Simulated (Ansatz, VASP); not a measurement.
## TiB2 in VASP and in Ansatz

Contents of INCAR:

```
  PREC = Accurate
  ENCUT = 600
  EDIFF = 1E-6
  ISMEAR = 0
  SIGMA = 0.1
  LREAL = False
  LASPH = True
  NELM = 80
  ALGO = Normal
  ISIF = 3
  LWAVE = False
  LCHARG = False
  GGA = PS
  IBRION = 2
  NSW = 70
  EDIFFG = -0.005
```

The input KPOINTS:

```
Automatic mesh
0
Gamma
  15 15 14
```

POSCAR

```
TiB2
1.0
    3.0321013830      0.0000000000      0.0000000000
   -1.5160506915      2.6258768246      0.0000000000
    0.0000000000      0.0000000000      3.2234109036
Ti B
1 2
Direct
    0.0000000000      0.0000000000      0.0000000000
    0.3333333333      0.6666666667      0.5000000000
    0.6666666667      0.3333333333      0.5000000000
```

Input for Ansatz:

```yaml
crystal:
  lattice:
    - [3.032101383, 0.0, 0.0]
    - [-1.5160506915, 2.6258768246, 0.0]
    - [0.0, 0.0, 3.2234109036]
  atoms:
    - { symbol: Ti, position: [0.0, 0.0, 0.0] }
    - { symbol: B, position: [0.3333333333, 0.6666666667, 0.5] }
    - { symbol: B, position: [0.6666666667, 0.3333333333, 0.5] }
basis:
  ecutwfc: 420
kpoints:
  mp_grid: { grid: [15, 15, 14] }
hamiltonian:
  xc: pbesol
scf:
  occupations: { method: gaussian, width: 0.1 }
output:
  forces: true
  stress: true
  eigenvalues: true
relax:
  adjacent_minimum: "off"
  f_tol: 0.005
  max_steps: 50
  cell: { stress_tol: 0.05 }
```

Alike in both runs: task relaxation of cell and atoms; functional PBEsol; k mesh 15 × 15 × 14; occupations gaussian, width 0.1 eV; no spin polarisation.

|  | VASP | Ansatz |
| --- | --- | --- |
| version | VASP 6.6.1 | Ansatz 0.2.0 |
| potentials or method | VASP PAW PBE potentials, release 64 (Ti_sv, B), cutoff 600 eV | scalar-relativistic, plane waves, PAW |
| valence electrons in the cell | 18 | 18 |

Ansatz gave:

| Quantity | Value |
| --- | --- |
| gap on the k mesh at the Fermi level, each at its own relaxed structure (eV) | none |
| relaxed volume (Å³/atom) | 8.37 |
| relaxed length of the cell vector where the two differ most in proportion (Å) | 3.018 |

Task: Estimate VASP's values.

Result: gap on the k mesh at the Fermi level, each at its own relaxed structure (eV): none; relaxed volume (Å³/atom): 8.38; relaxed length of the cell vector where the two differ most in proportion (Å): 3.019.

VASP's potentials were made for PBE, not for PBEsol. A gap of «none» marks a metal or a gap that the smearing closes.
